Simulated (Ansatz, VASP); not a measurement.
## One calculation of GaN, two programs

File INCAR:

```
SYSTEM = GaN
PREC = Accurate
ENCUT = 520
EDIFF = 1E-8
ISMEAR = -1
SIGMA = 0.02
LREAL = .False.
LASPH = .True.
NELM = 80
ALGO = Normal
ISIF = 2
LWAVE = .False.
LCHARG = .False.
GGA = PE
LEFG = .True.
NBANDS = 16
```

File KPOINTS:

```
Automatic mesh
0
Gamma
  13 13 13
  0 0 0
```

The input POSCAR:

```
GaN
1.0
    0.0000000000      2.0522750000      1.9925000000
    2.0522750000      0.0000000000      1.9925000000
    2.0522750000      2.0522750000      0.0000000000
Ga N
1 1
Direct
    0.5000000000      0.5000000000      0.5000000000
    0.0000000000      0.0000000000      0.0000000000
```

Input for Ansatz:

```yaml
crystal:
  lattice:
    - [0.0, 2.052275, 1.9925]
    - [2.052275, 0.0, 1.9925]
    - [2.052275, 2.052275, 0.0]
  atoms:
    - { symbol: Ga, position: [0.5, 0.5, 0.5] }
    - { symbol: "N", position: [0.0, 0.0, 0.0] }
kpoints:
  mp_grid: { grid: [13, 13, 13] }
scf:
  occupations: { method: fermi_dirac, width: 0.02 }
hamiltonian:
  xc: pbe
  pseudopotentials: { kind: all_electron, datasets: crystal }
output:
  forces: true
  stress: true
  eigenvalues: true
  efg: { contact_densities: true }
```

Change from the starting cell: equal xx and yy strain of +3 %, crystal datasets.

Alike in both runs: task electric field gradients; functional PBE; k mesh 13 × 13 × 13; occupations fermi-dirac, width 0.02 eV; no spin polarisation.

```csv
,VASP,Ansatz
version,VASP 6.6.1,Ansatz 0.2.0
potentials or method,"VASP PAW PBE potentials, release 64 (Ga_d, N), cutoff 520 eV","all-electron PAW with datasets made for the crystal, scalar-relativistic"
```

```csv
,VASP,Ansatz,Ansatz less VASP
gap on the k mesh at the Fermi level (eV),1.26,1.27,+0.017
pressure (GPa),44.7,43.6,-1.05
"traceless stress, the component that is largest in VASP (GPa)",7.79,7.83,+0.042
size of Vzz on the site where it differs most (V/Å²),28.1,29.3,+1.22
```

Both programs put the cell under a high pressure, so it lies far from rest at this level. Ansatz ran all-electron here, and VASP with PAW potentials.
